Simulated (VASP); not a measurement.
# Cu (Immm) in VASP: single point with r2SCAN

Aim: the single point of Cu with r2SCAN.

Program: VASP 6.6.1. These are calculated values, not measurements. Logs are shortened: lines on timing, memory, paths and dates and some standing lists are left out, and cuts for length are marked.

### 1 The cell of the first run

It takes space group Immm (No. 71, orthorhombic). The conventional cell has a = 2.741 Å, b = 2.752 Å, c = 2.886 Å, α = 90.00°, β = 90.00°, γ = 90.00°. Within 3.2 Å of Cu (site symmetry mmm) lie 14 Cu at 2.42 to 2.89 Å.

### 2 Single point, r2SCAN (strain -0.0500 x Voigt [0, 1, 0, 0, 0, 0])

POSCAR reads:

```
Cu
1.0
   -1.4427933200      1.3706536540      1.3760814500
    1.4427933200     -1.3706536540      1.3760814500
    1.4427933200      1.3706536540     -1.3760814500
Cu
1
Direct
    0.0000000000      0.0000000000      0.0000000000
```

INCAR.step1 reads:

```
ALGO     = Normal         # electronic algorithm
EDIFF    = 1E-4           # SCF threshold, eV
ENCUT    = 520            # plane-wave cutoff, eV
GGA      = PE             # functional
ISMEAR   = 0              # smearing method
LASPH    = True           # aspherical terms in the spheres
LCHARG   = False          # write CHGCAR
LREAL    = False          # projectors in reciprocal space
LWAVE    = True           # write WAVECAR
NBANDS   = 12             # bands
NELM     = 100            # most SCF steps
PREC     = Accurate       # precision mode
SIGMA    = 0.15           # smearing width, eV
```

INCAR.step2 reads:

```
ALGO     = Normal         # electronic algorithm
EDIFF    = 1E-6           # SCF threshold, eV
ENCUT    = 520            # plane-wave cutoff, eV
ISIF     = 2              # what is computed and relaxed
ISMEAR   = 0              # smearing method
ISTART   = 1            
LASPH    = True           # aspherical terms in the spheres
LCHARG   = False          # write CHGCAR
LMIXTAU  = True         
LREAL    = False          # projectors in reciprocal space
LWAVE    = False          # write WAVECAR
METAGGA  = R2SCAN         # meta-GGA
NBANDS   = 12             # bands
NELM     = 100            # most SCF steps
PREC     = Accurate       # precision mode
SIGMA    = 0.15           # smearing width, eV
```

KPOINTS reads:

```
k-points
0
Gamma
  24 24 24
```

Potentials or basis: VASP PAW PBE potentials, release 64 (Cu).

On the command line:

```sh
$ cat potpaw_PBE.64/Cu/POTCAR > POTCAR
$ cp INCAR.step1 INCAR
$ mpirun -np 1 vasp_std > vasp.out
$ cp INCAR.step2 INCAR
$ mpirun -np 1 vasp_std > vasp.out
```

OUTCAR:

```text
EDIFF = 1E-6
   ENCUT = 520
   ISIF = 2
   ISMEAR = 0
   ISTART = 1
   LASPH = True
   LREAL = False
   METAGGA = R2SCAN
   NELM = 100
   PREC = Accurate

 ion  position               nearest neighbor table
   1  0.000  0.000  0.000-

  LATTYP: Found a body centered orthorhombic cell.
 ALAT       =     2.7413073080
 B/A-ratio  =     1.0039600055
 C/A-ratio  =     1.0526315789

  Lattice vectors:

 A1 = (  -1.4427933200,  -1.3706536540,  -1.3760814500)
 A2 = (  -1.4427933200,   1.3706536540,   1.3760814500)
 A3 = (   1.4427933200,   1.3706536540,  -1.3760814500)

Analysis of symmetry for initial positions (statically):
=====================================================================
 Subroutine PRICEL returns:
 Original cell was already a primitive cell.

 Routine SETGRP: Setting up the symmetry group for a
 body centered orthorhombic supercell.

 Subroutine GETGRP returns: Found  8 space group operations
 (whereof  8 operations were pure point group operations)
 out of a pool of  8 trial point group operations.

The static configuration has the point symmetry D_2h.

Analysis of symmetry for dynamics (positions and initial velocities):
=====================================================================
 Subroutine PRICEL returns:
 Original cell was already a primitive cell.

 Routine SETGRP: Setting up the symmetry group for a
 body centered orthorhombic supercell.

 Subroutine GETGRP returns: Found  8 space group operations
 (whereof  8 operations were pure point group operations)
 out of a pool of  8 trial point group operations.

The dynamic configuration has the point symmetry D_2h.

 Subroutine INISYM returns: Found  8 space group operations
 (whereof  8 operations are pure point group operations),
 and found     1 'primitive' translations

----------------------------------------------------------------------------------------

                                     Primitive cell

  volume of cell :      10.8852

  direct lattice vectors                    reciprocal lattice vectors
    -1.442793320  1.370653654  1.376081450     0.000000000  0.364789455  0.363350585
     1.442793320 -1.370653654  1.376081450     0.346549983  0.000000000  0.363350585
     1.442793320  1.370653654 -1.376081450     0.346549983  0.364789455  0.000000000

  length of vectors
     2.419492542  2.419492542  2.419492542     0.514873766  0.502116060  0.503158263

  position of ions in fractional coordinates (direct lattice)
     0.000000000  0.000000000  0.000000000

  ion indices of the primitive-cell ions
   primitive index   ion index
                 1           1

----------------------------------------------------------------------------------------

 KPOINTS: k-points

Automatic generation of k-mesh.
 Grid dimensions read from file:
 generate k-points for:   24   24   24

 Generating k-lattice:

  Cartesian coordinates                     Fractional coordinates (reciprocal lattice)
     0.000000000  0.015199561  0.015139608     0.041666667  0.000000000  0.000000000
     0.014439583  0.000000000  0.015139608    -0.000000000  0.041666667  0.000000000
     0.014439583  0.015199561  0.000000000    -0.000000000  0.000000000  0.041666667

  Length of vectors
     0.021453074  0.020921503  0.020964928

  Shift w.r.t. Gamma in fractional coordinates (k-lattice)
     0.000000000  0.000000000  0.000000000

 Subroutine IBZKPT returns following result:
 ===========================================

 Found   1963 irreducible k-points:

 Following reciprocal coordinates:
            Coordinates               Weight
  0.000000  0.000000  0.000000      1.000000
  0.041667 -0.000000  0.000000      4.000000
  0.083333 -0.000000  0.000000      4.000000
  0.125000 -0.000000  0.000000      4.000000
  0.166667  0.000000  0.000000      4.000000
  0.208333 -0.000000  0.000000      4.000000
[... 16 lines left out ...]
  0.375000  0.041667  0.000000      8.000000
  0.416667  0.041667  0.000000      8.000000
 [... further k-points ...]
   k-points           NKPTS =   1963   k-points in BZ     NKDIM =   1963   number of bands    NBANDS=     12
   number of dos      NEDOS =    301   number of ions     NIONS =      1
   total plane-waves  NPLWV =   5832
   dimension x,y,z NGX =    18 NGY =   18 NGZ =   18
   dimension x,y,z NGXF=    36 NGYF=   36 NGZF=   36
   ions per type =               1
   NGX,Y,Z   is equivalent  to a cutoff of  12.37, 12.37, 12.37 a.u.
   NGXF,Y,Z  is equivalent  to a cutoff of  24.74, 24.74, 24.74 a.u.
 SYSTEM =  unknown system
   PREC   = accura    normal or accurate (medium, high low for compatibility)
   ISTART =      1    job   : 0-new  1-cont  2-samecut
   ICHARG =      0    charge: 1-file 2-atom 10-const
   ISPIN  =      1    spin polarized calculation?
   LNONCOLLINEAR =      F non collinear calculations
   LSORBIT =      F    spin-orbit coupling
   LASPH  =      T    aspherical Exc in radial PAW
   ENCUT  =  520.0 eV  38.22 Ry    6.18 a.u.   4.50  4.50  4.50*2*pi/ulx,y,z
   NELM   =    100;   NELMIN=  2; NELMDL=  0     # of ELM steps
   EDIFF  = 0.1E-05   stopping-criterion for ELM
   LREAL  =      F    real-space projection
   EDIFFG = 0.1E-04   stopping-criterion for IOM
   NSW    =      0    number of steps for IOM
   IBRION =     -1    ionic relax: 0-MD 1-quasi-New 2-CG
   NFREE  =      0    steps in history (QN), initial steepest desc. (CG)
   ISIF   =      2    stress and relaxation
   ISYM   =      2    0-nonsym 1-usesym 2-fastsym
   POTIM  = 0.5000    time-step for ionic-motion
   TEBEG  =    0.0;   TEEND  =   0.0 temperature during run
   PSTRESS=    0.0 pullay stress
   NELECT =      11.0000    total number of electrons
   NUPDOWN=      -1.0000    fix difference up-down
   EMIN   =  10.00;   EMAX   =-10.00  energy-range for DOS
   EFERMI =   0.00;   METHOD = LEGACY
   ISMEAR =     0;   SIGMA  =   0.15  broadening in eV -4-tet -1-fermi 0-gaus
   EFERMI_NEDOS =   21; number of points for ismear=-14 and -15
   IALGO  =     38    algorithm
   IMIX   =      4    mixing-type and parameters
     AMIX     =   0.40;   BMIX     =  1.00
     AMIX_MAG =   1.60;   BMIX_MAG =  1.00
  volume/ion in A,a.u.               =      10.89        73.46
  Fermi-wavevector in a.u.,A,eV,Ry     =   1.642834  3.104506 36.720820  2.698904
  Thomas-Fermi vector in A             =   2.733070
   LORBIT       =      0    0 simple, 1 ext, 2 COOP (PROOUT), +10 PAW based schemes
   METAGGA = R2SCAN    functional components
   LHFCALC =     F    Hartree Fock is set to
   AEXX    =    0.0000 exact exchange contribution
   IVDW    =     0    specifies the selected vdW correction
   LEPSILON=     F    determine dielectric tensor
   LRPA    =     F    only Hartree local field effects (RPA)
 non-spin polarized calculation
 Gauss-broadening in eV      SIGMA  =   0.15
  energy-cutoff  :      520.00
  volume of cell :       10.89
 maximum number of plane-waves:       317
 NGX is ok and might be reduce to    18
   NGX =  9   NGY =  9   NGZ =  9

 number of electron      11.0000008 magnetization

 Free energy of the ion-electron system (eV)
  ---------------------------------------------------
  ext. energy  EPLUGINS =         0.00000000
  ---------------------------------------------------
  free energy    TOTEN  =       -10.77227243 eV

  energy without entropy =      -10.76831941  energy(sigma->0) =      -10.77029592

 E-fermi :   8.4593     XC(G=0): -14.3066

 val. band max:        8.4579934588   @ k =   0.5000   0.2500   0.1250
 cond. band min:       8.4594124260   @ k =  -0.3333  -0.2500   0.2083
 fundamental gap:      0.0014189672
 Fermi energy:         8.4592873309

 k-point     1 :       0.0000    0.0000    0.0000
  band No.  band energies     occupation
      1      -1.8835      2.00000
      2       4.8823      2.00000
      3       4.9005      2.00000
      4       5.0938      2.00000
      5       5.9724      2.00000
      6       6.1814      2.00000
      7      34.5491      0.00000
      8      35.5563      0.00000
      9      35.6813      0.00000
     10      39.4237      0.00000
     11      39.4659      0.00000
     12      40.4583      0.00000

 k-point     2 :       0.0417   -0.0000    0.0000
  band No.  band energies     occupation
      1      -1.8071      2.00000
      2       4.8729      2.00000
      3       4.9233      2.00000
      4       5.0909      2.00000
      5       5.9763      2.00000
      6       6.1672      2.00000
      7      34.3767      0.00000
      8      34.9766      0.00000
      9      35.2897      0.00000
     10      38.1556      0.00000
     11      39.1269      0.00000
     12      39.3610      0.00000

 k-point     3 :       0.0833   -0.0000    0.0000
  band No.  band energies     occupation
      1      -1.5795      2.00000
      2       4.8247      2.00000
      3       5.0118      2.00000
      4       5.0800      2.00000
      5       5.9880      2.00000
      6       6.1298      2.00000
      7      33.3472      0.00000
      8      33.9489      0.00000
      9      34.3825      0.00000
     10      36.5506      0.00000
     11      38.0009      0.00000
     12      38.9994      0.00000

 k-point     4 :       0.1250   -0.0000    0.0000
  band No.  band energies     occupation
      1      -1.2057      2.00000
      2       4.7469      2.00000
      3       5.0553      2.00000
      4       5.1568      2.00000
      5       6.0074      2.00000
      6       6.0833      2.00000
      7      31.1806      0.00000
      8      33.2140      0.00000
      9      33.4176      0.00000
     10      34.9995      0.00000
     11      36.9962      0.00000
     12      39.2849      0.00000

 k-point     5 :       0.1667    0.0000    0.0000
  band No.  band energies     occupation
      1      -0.6958      2.00000
      2       4.6461      2.00000
      3       5.0132      2.00000
      4       5.3509      2.00000
      5       6.0331      2.00000
      6       6.0470      2.00000
      7      28.8151      0.00000
      8      31.9963      0.00000
      9      32.8808      0.00000
     10      33.5324      0.00000
     11      36.2426      0.00000
     12      39.8642      0.00000
[... 228 lines left out ...]
      1       1.7564      2.00000
      2       4.2334      2.00000
      3       5.0469      2.00000
      4       6.0652      2.00000
      5       6.1988      2.00000
      6       6.3204      2.00000
      7      20.6849      0.00000
      8      27.6946      0.00000
      9      28.9842      0.00000
     10      32.0727      0.00000
     11      35.3484      0.00000
     12      42.8753      0.00000

 k-point    22 :       0.3333    0.0417    0.0000
  band No.  band energies     occupation
      1       2.2981      2.00000
      2       4.1301      2.00000
      3       5.4050      2.00000
      4       6.1264      2.00000
      5       6.2489      2.00000
      6       6.6107      2.00000
      7      18.5811      0.00000
      8      27.0283      0.00000
      9      28.1601      0.00000
     10      31.7684      0.00000
     11      35.1324      0.00000
     12      44.0307      0.00000

 k-point    23 :       0.3750    0.0417    0.0000
  band No.  band energies     occupation
      1       2.6087      2.00000
      2       4.0467      2.00000
      3       5.8986      2.00000
      4       6.1831      2.00000
      5       6.3740      2.00000
      6       6.9526      2.00000
      7      16.6695      0.00000
      8      26.5088      0.00000
      9      27.5193      0.00000
     10      31.5455      0.00000
     11      34.9928      0.00000
     12      45.0533      0.00000

 k-point    24 :       0.4167    0.0417    0.0000
  band No.  band energies     occupation
      1       2.7433      2.00000
      2       3.9882      2.00000
      3       6.1265      2.00000
      4       6.2111      2.00000
      5       6.6532      2.00000
      6       7.5065      2.00000
      7      15.0680      0.00000
      8      26.1519      0.00000
      9      27.0809      0.00000
     10      31.3992      0.00000
     11      34.9109      0.00000
     12      45.7223      0.00000

 [... further k-points ...]

------------------------ aborting loop because EDIFF is reached ----------------------------------------

  FORCE on cell =-STRESS in cart. coord.  units (eV):
  Direction    XX          YY          ZZ          XY          YZ          ZX
  --------------------------------------------------------------------------------------
  -------------------------------------------------------------------------------------
  Total        0.7450356      0.6924691      0.6902772      0.0000000      0.0000000      0.0000000
  in kB      109.6608502    101.9236538    101.6010399      0.0000000      0.0000000      0.0000000
  external PRESSURE =     104.3951813 kB  Pullay stress =       0.0000000 kB

 VOLUME and BASIS-vectors are now :
 -----------------------------------------------------------------------------
  energy-cutoff  :      520.00
  volume of cell :       10.89
      direct lattice vectors                 reciprocal lattice vectors
    -1.442793320  1.370653654  1.376081450     0.000000000  0.364789455  0.363350585
     1.442793320 -1.370653654  1.376081450     0.346549983  0.000000000  0.363350585
     1.442793320  1.370653654 -1.376081450     0.346549983  0.364789455  0.000000000

 POSITION                                       TOTAL-FORCE (eV/Angst)
 -----------------------------------------------------------------------------------
      0.00000      0.00000      0.00000         0.000000      0.000000     -0.000000
 -----------------------------------------------------------------------------------
    total drift:                                0.000000      0.000000      0.000000

  FREE ENERGIE OF THE ION-ELECTRON SYSTEM (eV)
  ---------------------------------------------------
  free  energy   TOTEN  =       -10.7722724313 eV

  energy  without entropy=      -10.7683194131  energy(sigma->0) =      -10.77029592
```

Wall time 11 min (1 thread of Intel Xeon Platinum 8488C (Sapphire Rapids), shared host); peak memory 0.35 GiB.

What came out:

- Free energy: -10.7723 eV
- Pressure: 10.4 GPa
- Band gap on the k mesh: zero (an odd number of electrons rules out a gap without spin polarisation)

Levels at points of the mesh, in eV from the Fermi level:
| k point | band 3 | band 4 | band 5 | band 6 | band 7 | band 8 | band 9 | band 10 |
| --- | --- | --- | --- | --- | --- | --- | --- | --- |
| (0.00, 0.00, 0.00) | -3.56 | -3.37 | -2.49 | -2.28 | 26.09 | 27.10 | 27.22 | 30.96 |
| (0.50, 0.00, 0.00) | -2.26 | -2.17 | -1.49 | -0.56 | 5.43 | 18.11 | 18.54 | 22.35 |
| (0.00, 0.50, 0.00) | -2.54 | -2.23 | -1.53 | -0.99 | 4.84 | 19.46 | 20.17 | 23.69 |
| (0.50, 0.50, 0.00) | -2.53 | -2.21 | -1.53 | -0.96 | 4.89 | 19.35 | 20.04 | 23.58 |
| (0.50, 0.50, 0.50) | -1.75 | -1.69 | -1.68 | 7.71 | 9.65 | 9.82 | 13.88 | 15.15 |

Caveat: the cell differs from its parent crystal (strain -0.0500 x Voigt [0, 1, 0, 0, 0, 0]); the cell stands under pressure; the PAW data sets were made with another functional, which shifts forces and pressure a little.
